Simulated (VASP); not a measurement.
Crystal: Ga3O2.

```
CELL_PARAMETERS angstrom
0.00000 3.63988 3.34758
3.57786 0.00000 3.34758
3.57786 3.63988 0.00000
ATOMIC_POSITIONS crystal
Ga 0.12200 0.12200 0.87800
Ga 0.43667 0.43667 0.06333
Ga 0.93667 0.93667 0.56333
O 0.77099 0.98426 0.22901
O 0.98426 0.77099 0.01574
```

| Quantity | Value |
| --- | --- |
| Program | VASP 6.6.1 |
| Task | relaxation of cell and atoms |
| Functional | PBE |
| Potentials or basis | VASP PAW PBE potentials, release 64 (Ga_d, O) |
| Cutoff | 600 eV |
| k mesh | 4 × 4 × 4 |
| Occupations | gaussian, width 0.1 eV |
| Spin | no spin polarisation |

At the start: pressure 15.6 GPa; volume 17.44 Å³/atom.

Question: Where does the relaxation end?

Answer: Over 48 steps the energy falls by 1235.6 meV/atom and the volume is 16.17 Å³/atom (-7.3 %); space group Fmm2 (No. 42, to 0.05 Å).

Step by step:
```
step  energy change (eV)  largest force (eV/Å)  pressure (GPa)  volume (Å³)
   1              0.0000                7.3865           15.62        87.19
   3             -1.6356                1.9128           -3.23        99.75
   5             -3.4686                0.9039           -2.13        89.27
   7             -3.5930                0.2645            0.52        87.00
   9             -3.7430                0.4485           -1.13        87.61
  11             -3.8976                0.6758           -1.38        85.93
  13             -3.9821                0.6063            0.82        83.29
  15             -4.0783                0.7619            1.75        83.72
  17             -4.1863                0.3167           -0.97        87.53
  19             -4.2229                0.2972           -1.25        88.36
  21             -4.2834                0.3813            2.74        84.06
  23             -4.3390                0.3809            3.04        83.60
  25             -4.5256                1.1326            3.02        81.29
  27             -4.6180                1.3518            0.83        82.07
  29             -4.8558                1.2680           -0.63        83.39
  31             -5.1541                1.6681           -0.60        83.57
  33             -5.5047                0.9720            2.52        81.84
  35             -4.8417                5.2202            5.25        89.96
  37             -5.9581                1.0465           -1.97        88.36
  39             -6.0844                0.7017           -1.86        86.22
  41             -6.1655                0.0913           -0.92        82.23
  43             -6.1735                0.1520            0.68        80.37
  45             -6.1771                0.0646            0.11        80.80
  47             -6.1777                0.0950           -0.06        80.91
  48             -6.1781                0.0250            0.07        80.86
```

Final structure:
```
CELL_PARAMETERS angstrom
0.00000 2.99823 4.21929
3.19604 0.00000 4.21929
3.19604 2.99823 0.00000
ATOMIC_POSITIONS crystal
Ga 0.14073 0.14073 0.85927
Ga 0.33101 0.33101 0.16899
Ga 0.83101 0.83101 0.66899
O 0.75930 0.18853 0.24070
O 0.18853 0.75930 0.81147
```

Caveat: the k points lie up to 0.40 Å⁻¹ apart in the final cell; an odd number of electrons without spin polarisation forces a metal; a magnetic or distorted state may lie lower.
